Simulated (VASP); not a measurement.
Wanted: the native input for a VASP 6.6.1 run.

```
Task                   : single point
Functional             : LDA
Potentials or basis    : VASP PAW LDA potentials, release 64 (Ba_sv, Ti_sv, O_h)
Cutoff                 : 1340 eV
k mesh                 : 4 × 4 × 4, shifted
Occupations            : gaussian, width 0.01 eV
Spin                   : no spin polarisation
Dipole correction      : no
Further INCAR settings : ALGO = Normal; EDIFF = 1e-06; NBANDS = 28
```

The structure of BaTiO3 lies in POSCAR:

```
BaTiO3
1.0
    2.8273665000      1.6323808099      2.3183933333
   -2.8273665000      1.6323808099      2.3183933333
    0.0000000000     -3.2647616197      2.3183933333
Ba Ti O
1 1 3
Direct
    0.0000000000      0.0000000000      0.0000000000
    0.4845003333      0.4845003333      0.4845003333
    0.5086005000      0.5086005000      0.0175000000
    0.0175000000      0.5086005000      0.5086005000
    0.5086005000      0.0175000000      0.5086005000
```

One way to write it, as run:

INCAR

```
PREC     = Accurate       # precision mode
ENCUT    = 1340           # plane-wave cutoff, eV
EDIFF    = 1E-6           # SCF threshold, eV
ISMEAR   = 0              # smearing method
SIGMA    = 0.01           # smearing width, eV
LREAL    = F              # projectors in reciprocal space
LASPH    = T              # aspherical terms in the spheres
NELM     = 120            # most SCF steps
ALGO     = Normal         # electronic algorithm
ISIF     = 2              # what is computed and relaxed
LWAVE    = F              # write WAVECAR
LCHARG   = F              # write CHGCAR
GGA      = CA             # functional
NBANDS   = 28             # bands
GGA_COMPAT= F
```

KPOINTS

```
Automatic mesh
0
Gamma
  4 4 4
  0.5 0.5 0.5
```

Potentials or basis: VASP PAW LDA potentials, release 64 (Ba_sv, Ti_sv, O_h).

Command:

```console
$ cat potpaw_LDA.64/Ba_sv/POTCAR potpaw_LDA.64/Ti_sv/POTCAR potpaw_LDA.64/O_h/POTCAR > POTCAR
$ mpirun -np 1 vasp_std > vasp.out
```

It gave:

| Quantity | Value |
| --- | --- |
| Pressure | -4.1 GPa |
| Largest force | 0.137 eV/Å |
| Band gap on the k mesh | 2.71 eV (least direct gap 3.00 eV) |

Caveat: the cell stands under tension; spin-orbit coupling is left out, which moves the levels of the heavy elements; a shifted mesh leaves out Γ, where band edges can lie.

Run time: 78 s on 1 thread of Intel(R) Xeon(R) Platinum 8259CL CPU @ 2.50GHz (Skylake/Cascade Lake), with other jobs on the host, peak memory 0.32 GiB.
